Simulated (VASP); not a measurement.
# SnSe (rocksalt type) (Fm-3m) in VASP: further runs

SnSe (rocksalt type) is run at these levels: PBE; tasks: single point, relaxation of cell and atoms.

Program: VASP 6.6.1. These are calculated values, not measurements. Logs are shortened: lines on timing, memory, paths and dates and some standing lists are left out, and cuts for length are marked.

## Step 1: The cell of the first run

It takes space group Fm-3m (No. 225, cubic). Conventional cell: a = 5.170 Å, b = 5.170 Å, c = 5.170 Å, α = 90.00°, β = 90.00°, γ = 90.00°. Within 3.4 Å of Sn (site symmetry m-3m) lie 6 Se at 2.58 Å. Se (site symmetry m-3m) has 6 Sn at 2.58 Å within 3.4 Å.

## Step 2: Single point, PBE (17.27 Å³/atom)

File INCAR:

```
SYSTEM = SnSe
PREC     = Accurate       ! precision mode
ENCUT    = 520            ! plane-wave cutoff, eV
EDIFF    = 1E-6           ! SCF threshold, eV
ISMEAR   = -1             ! smearing method
SIGMA    = 0.05           ! smearing width, eV
LREAL    = .FALSE.        ! projectors in reciprocal space
LASPH    = .TRUE.         ! aspherical terms in the spheres
NELM     = 60             ! most SCF steps
ALGO     = Normal         ! electronic algorithm
ISIF     = 2              ! what is computed and relaxed
LWAVE    = .FALSE.        ! write WAVECAR
LCHARG   = .FALSE.        ! write CHGCAR
GGA      = PE             ! functional
NBANDS   = 17             ! bands
```

File KPOINTS:

```
Automatic mesh
0
G
  15 15 15
  0 0 0
```

File POSCAR:

```
SnSe
1.0
    0.0000000000      2.5847549447      2.5847549447
    2.5847549447      0.0000000000      2.5847549447
    2.5847549447      2.5847549447      0.0000000000
Sn Se
1 1
Direct
    0.0000000000      0.0000000000      0.0000000000
    0.5000000000      0.5000000000      0.5000000000
```

Potentials or basis: VASP PAW PBE potentials, release 64 (Sn_d, Se).

Launch:

```sh
cat potpaw_PBE.64/Sn_d/POTCAR potpaw_PBE.64/Se/POTCAR > POTCAR
mpirun -np 1 vasp_std > vasp.out
```

OUTCAR:

```text
SYSTEM = SnSe
   PREC = Accurate
   ENCUT = 520
   EDIFF = 1E-6
   ISMEAR = -1
   LREAL = .FALSE.
   LASPH = .TRUE.
   NELM = 60
   ISIF = 2
   GGA = PE

 ion  position               nearest neighbor table
   1  0.000  0.000  0.000-   2 2.58   2 2.58   2 2.58   2 2.58   2 2.58   2 2.58
   2  0.500  0.500  0.500-   1 2.58   1 2.58   1 2.58   1 2.58   1 2.58   1 2.58

  LATTYP: Found a face centered cubic cell.
 ALAT       =     5.1695098894

  Lattice vectors:

 A1 = (   0.0000000000,   2.5847549447,   2.5847549447)
 A2 = (   2.5847549447,   0.0000000000,   2.5847549447)
 A3 = (   2.5847549447,   2.5847549447,   0.0000000000)

Analysis of symmetry for initial positions (statically):
=====================================================================
 Subroutine PRICEL returns:
 Original cell was already a primitive cell.

 Routine SETGRP: Setting up the symmetry group for a
 face centered cubic supercell.

 Subroutine GETGRP returns: Found 48 space group operations
 (whereof 48 operations were pure point group operations)
 out of a pool of 48 trial point group operations.

The static configuration has the point symmetry O_h .

Analysis of symmetry for dynamics (positions and initial velocities):
=====================================================================
 Subroutine PRICEL returns:
 Original cell was already a primitive cell.

 Routine SETGRP: Setting up the symmetry group for a
 face centered cubic supercell.

 Subroutine GETGRP returns: Found 48 space group operations
 (whereof 48 operations were pure point group operations)
 out of a pool of 48 trial point group operations.

The dynamic configuration has the point symmetry O_h .

 Subroutine INISYM returns: Found 48 space group operations
 (whereof 48 operations are pure point group operations),
 and found     1 'primitive' translations

----------------------------------------------------------------------------------------

                                     Primitive cell

  volume of cell :      34.5373

  direct lattice vectors                    reciprocal lattice vectors
     0.000000000  2.584754945  2.584754945    -0.193441936  0.193441936  0.193441936
     2.584754945  0.000000000  2.584754945     0.193441936 -0.193441936  0.193441936
     2.584754945  2.584754945  0.000000000     0.193441936  0.193441936 -0.193441936

  length of vectors
     3.655395498  3.655395498  3.655395498     0.335051261  0.335051261  0.335051261

  position of ions in fractional coordinates (direct lattice)
     0.000000000  0.000000000  0.000000000
     0.500000000  0.500000000  0.500000000

  ion indices of the primitive-cell ions
   primitive index   ion index
                 1           1
                 2           2

----------------------------------------------------------------------------------------

 KPOINTS: Automatic mesh

Automatic generation of k-mesh.
 Grid dimensions read from file:
 generate k-points for:   15   15   15

 Generating k-lattice:

  Cartesian coordinates                     Fractional coordinates (reciprocal lattice)
    -0.012896129  0.012896129  0.012896129     0.066666667  0.000000000  0.000000000
     0.012896129 -0.012896129  0.012896129     0.000000000  0.066666667  0.000000000
     0.012896129  0.012896129 -0.012896129     0.000000000  0.000000000  0.066666667

  Length of vectors
     0.022336751  0.022336751  0.022336751

  Shift w.r.t. Gamma in fractional coordinates (k-lattice)
     0.000000000  0.000000000  0.000000000

 Subroutine IBZKPT returns following result:
 ===========================================

 Found    120 irreducible k-points:

 Following reciprocal coordinates:
            Coordinates               Weight
  0.000000  0.000000  0.000000      1.000000
  0.066667  0.000000  0.000000      8.000000
  0.133333  0.000000  0.000000      8.000000
  0.200000  0.000000  0.000000      8.000000
  0.266667  0.000000  0.000000      8.000000
  0.333333  0.000000  0.000000      8.000000
[... 16 lines left out ...]
  0.133333  0.133333  0.000000      6.000000
  0.200000  0.133333  0.000000     24.000000
 [... further k-points ...]
   k-points           NKPTS =    120   k-points in BZ     NKDIM =    120   number of bands    NBANDS=     17
   number of dos      NEDOS =    301   number of ions     NIONS =      2
   total plane-waves  NPLWV =  21952
   dimension x,y,z NGX =    28 NGY =   28 NGZ =   28
   dimension x,y,z NGXF=    56 NGYF=   56 NGZF=   56
   ions per type =               1   1
   NGX,Y,Z   is equivalent  to a cutoff of  12.73, 12.73, 12.73 a.u.
   NGXF,Y,Z  is equivalent  to a cutoff of  25.47, 25.47, 25.47 a.u.
 SYSTEM =  SnSe
   PREC   = accura    normal or accurate (medium, high low for compatibility)
   ISTART =      0    job   : 0-new  1-cont  2-samecut
   ICHARG =      2    charge: 1-file 2-atom 10-const
   ISPIN  =      1    spin polarized calculation?
   LNONCOLLINEAR =      F non collinear calculations
   LSORBIT =      F    spin-orbit coupling
   LASPH  =      T    aspherical Exc in radial PAW
   ENCUT  =  520.0 eV  38.22 Ry    6.18 a.u.   6.80  6.80  6.80*2*pi/ulx,y,z
   NELM   =     60;   NELMIN=  2; NELMDL= -5     # of ELM steps
   EDIFF  = 0.1E-05   stopping-criterion for ELM
   LREAL  =      F    real-space projection
   EDIFFG = 0.1E-04   stopping-criterion for IOM
   NSW    =      0    number of steps for IOM
   IBRION =     -1    ionic relax: 0-MD 1-quasi-New 2-CG
   NFREE  =      0    steps in history (QN), initial steepest desc. (CG)
   ISIF   =      2    stress and relaxation
   ISYM   =      2    0-nonsym 1-usesym 2-fastsym
   POTIM  = 0.5000    time-step for ionic-motion
   TEBEG  =    0.0;   TEEND  =   0.0 temperature during run
   PSTRESS=    0.0 pullay stress
   NELECT =      20.0000    total number of electrons
   NUPDOWN=      -1.0000    fix difference up-down
   EMIN   =  10.00;   EMAX   =-10.00  energy-range for DOS
   EFERMI =   0.00;   METHOD = LEGACY
   ISMEAR =    -1;   SIGMA  =   0.05  broadening in eV -4-tet -1-fermi 0-gaus
   EFERMI_NEDOS =   21; number of points for ismear=-14 and -15
   IALGO  =     38    algorithm
   IMIX   =      4    mixing-type and parameters
     AMIX     =   0.40;   BMIX     =  1.00
     AMIX_MAG =   1.60;   BMIX_MAG =  1.00
  volume/ion in A,a.u.               =      17.27       116.53
  Fermi-wavevector in a.u.,A,eV,Ry     =   1.364548  2.578622 25.333926  1.861991
  Thomas-Fermi vector in A             =   2.490854
   LORBIT       =      0    0 simple, 1 ext, 2 COOP (PROOUT), +10 PAW based schemes
   GGA     = PE    functional components
   LHFCALC =     F    Hartree Fock is set to
   AEXX    =    0.0000 exact exchange contribution
   IVDW    =     0    specifies the selected vdW correction
   LEPSILON=     F    determine dielectric tensor
   LRPA    =     F    only Hartree local field effects (RPA)
 non-spin polarized calculation
  energy-cutoff  :      520.00
  volume of cell :       34.54
 maximum number of plane-waves:       944
   NGX = 13   NGY = 13   NGZ = 13

 number of electron      20.0000001 magnetization

 Free energy of the ion-electron system (eV)
  ---------------------------------------------------
  ext. energy  EPLUGINS =         0.00000000
  ---------------------------------------------------
  free energy    TOTEN  =        -5.42659580 eV

  energy without entropy =       -5.42212727  energy(sigma->0) =       -5.42436153

 E-fermi :  12.3782     XC(G=0): -11.8440

 val. band max:       12.3768151060   @ k =  -0.4667   0.0667   0.0000
 cond. band min:      12.3809363082   @ k =   0.2667   0.1333   0.0667
 fundamental gap:      0.0041212022
 Fermi energy:        12.3782011557

 k-point     1 :       0.0000    0.0000    0.0000
  band No.  band energies     occupation
      1     -10.1801      2.00000
      2     -10.1801      2.00000
      3     -10.1462      2.00000
      4     -10.1462      2.00000
      5     -10.1462      2.00000
      6      -6.0939      2.00000
[... 9 lines left out ...]
     16      18.1098      0.00000
     17      18.9758      0.00000

 k-point     2 :       0.0667    0.0000    0.0000
  band No.  band energies     occupation
      1     -10.1822      2.00000
      2     -10.1822      2.00000
      3     -10.1461      2.00000
      4     -10.1437      2.00000
      5     -10.1437      2.00000
      6      -6.0307      2.00000
[... 9 lines left out ...]
     16      18.1226      0.00000
     17      19.6902      0.00000

 k-point     3 :       0.1333    0.0000    0.0000
  band No.  band energies     occupation
      1     -10.1890      2.00000
      2     -10.1890      2.00000
      3     -10.1462      2.00000
      4     -10.1356      2.00000
      5     -10.1356      2.00000
      6      -5.8429      2.00000
[... 9 lines left out ...]
     16      17.9310      0.00000
     17      21.2008      0.00000

 k-point     4 :       0.2000    0.0000    0.0000
  band No.  band energies     occupation
      1     -10.2003      2.00000
      2     -10.2003      2.00000
      3     -10.1466      2.00000
      4     -10.1225      2.00000
      5     -10.1225      2.00000
      6      -5.5374      2.00000
[... 9 lines left out ...]
     16      18.4392      0.00000
     17      23.0297      0.00000

 k-point     5 :       0.2667    0.0000    0.0000
  band No.  band energies     occupation
      1     -10.2139      2.00000
      2     -10.2139      2.00000
      3     -10.1475      2.00000
      4     -10.1068      2.00000
      5     -10.1068      2.00000
      6      -5.1302      2.00000
[... 9 lines left out ...]
     16      19.2459      0.00000
     17      25.0668      0.00000

 k-point     6 :       0.3333    0.0000    0.0000
  band No.  band energies     occupation
      1     -10.2272      2.00000
      2     -10.2272      2.00000
      3     -10.1488      2.00000
      4     -10.0914      2.00000
      5     -10.0914      2.00000
      6      -4.6548      2.00000
[... 9 lines left out ...]
     16      20.2424      0.00000
     17      27.0240      0.00000

 k-point     7 :       0.4000    0.0000    0.0000
  band No.  band energies     occupation
      1     -10.2376      2.00000
      2     -10.2376      2.00000
      3     -10.1501      2.00000
      4     -10.0793      2.00000
      5     -10.0793      2.00000
      6      -4.1837      2.00000
[... 9 lines left out ...]
     16      21.3673      0.00000
     17      26.2521      0.00000

 k-point     8 :       0.4667    0.0000    0.0000
  band No.  band energies     occupation
      1     -10.2432      2.00000
      2     -10.2432      2.00000
      3     -10.1509      2.00000
      4     -10.0726      2.00000
      5     -10.0726      2.00000
      6      -3.8604      2.00000
[... 9 lines left out ...]
     16      22.4030      0.00000
     17      24.9022      0.00000
[... 203 lines left out ...]
      1     -10.2238      2.00000
      2     -10.2171      2.00000
      3     -10.1469      2.00000
      4     -10.1058      2.00000
      5     -10.0970      2.00000
      6      -4.9185      2.00000
[... 9 lines left out ...]
     16      20.7514      0.00000
     17      25.4050      0.00000

 k-point    20 :      -0.2000    0.0667    0.0000
  band No.  band energies     occupation
      1     -10.2114      2.00000
      2     -10.2020      2.00000
      3     -10.1468      2.00000
      4     -10.1210      2.00000
      5     -10.1115      2.00000
      6      -5.3541      2.00000
[... 9 lines left out ...]
     16      19.7498      0.00000
     17      23.6652      0.00000

 k-point    21 :      -0.1333    0.0667    0.0000
  band No.  band energies     occupation
      1     -10.1992      2.00000
      2     -10.1896      2.00000
      3     -10.1470      2.00000
      4     -10.1334      2.00000
      5     -10.1257      2.00000
      6      -5.6966      2.00000
[... 9 lines left out ...]
     16      18.9339      0.00000
     17      22.0244      0.00000

 k-point    22 :      -0.0667    0.0667    0.0000
  band No.  band energies     occupation
      1     -10.1892      2.00000
      2     -10.1826      2.00000
      3     -10.1469      2.00000
      4     -10.1411      2.00000
      5     -10.1370      2.00000
      6      -5.9254      2.00000
[... 9 lines left out ...]
     16      18.5261      0.00000
     17      20.5726      0.00000

 k-point    23 :       0.1333    0.1333    0.0000
  band No.  band energies     occupation
      1     -10.2116      2.00000
      2     -10.1727      2.00000
      3     -10.1543      2.00000
      4     -10.1298      2.00000
      5     -10.1298      2.00000
      6      -5.7514      2.00000
[... 9 lines left out ...]
     16      19.7470      0.00000
     17      21.0613      0.00000

 k-point    24 :       0.2000    0.1333    0.0000
  band No.  band energies     occupation
      1     -10.2295      2.00000
      2     -10.1734      2.00000
      3     -10.1567      2.00000
      4     -10.1213      2.00000
      5     -10.1187      2.00000
      6      -5.5179      2.00000
[... 9 lines left out ...]
     16      20.0341      0.00000
     17      22.0483      0.00000

 [... further k-points ...]

------------------------ aborting loop because EDIFF is reached ----------------------------------------

  FORCE on cell =-STRESS in cart. coord.  units (eV):
  Direction    XX          YY          ZZ          XY          YZ          ZX
  --------------------------------------------------------------------------------------
  -------------------------------------------------------------------------------------
  Total       13.9261277     13.9261277     13.9261277     -0.0000000      0.0000000     -0.0000000
  in kB      646.0302216    646.0302216    646.0302216     -0.0000000      0.0000000     -0.0000000
  external PRESSURE =     646.0302216 kB  Pullay stress =       0.0000000 kB

 VOLUME and BASIS-vectors are now :
 -----------------------------------------------------------------------------
  energy-cutoff  :      520.00
  volume of cell :       34.54
      direct lattice vectors                 reciprocal lattice vectors
     0.000000000  2.584754945  2.584754945    -0.193441936  0.193441936  0.193441936
     2.584754945  0.000000000  2.584754945     0.193441936 -0.193441936  0.193441936
     2.584754945  2.584754945  0.000000000     0.193441936  0.193441936 -0.193441936

 POSITION                                       TOTAL-FORCE (eV/Angst)
 -----------------------------------------------------------------------------------
      0.00000      0.00000      0.00000         0.000000     -0.000000      0.000000
      2.58475      2.58475      2.58475        -0.000000      0.000000     -0.000000
 -----------------------------------------------------------------------------------
    total drift:                               -0.000000      0.000000      0.000000

  FREE ENERGIE OF THE ION-ELECTRON SYSTEM (eV)
  ---------------------------------------------------
  free  energy   TOTEN  =        -5.4265957952 eV

  energy  without entropy=       -5.4221272698  energy(sigma->0) =       -5.42436153
```

Wall time 94 s (1 thread of Intel Xeon 8259CL, shared host); peak memory 0.21 GiB.

Results:

```yaml
Free_energy: -5.4266 eV
Pressure: 64.6 GPa
```

Caveat: this odd mesh misses L, so gap, dielectric constants and Born charges aren't listed; the cell stands under pressure; spin-orbit coupling is left out, which moves the levels of the heavy elements.

(Part 1 of 3 ends here.)
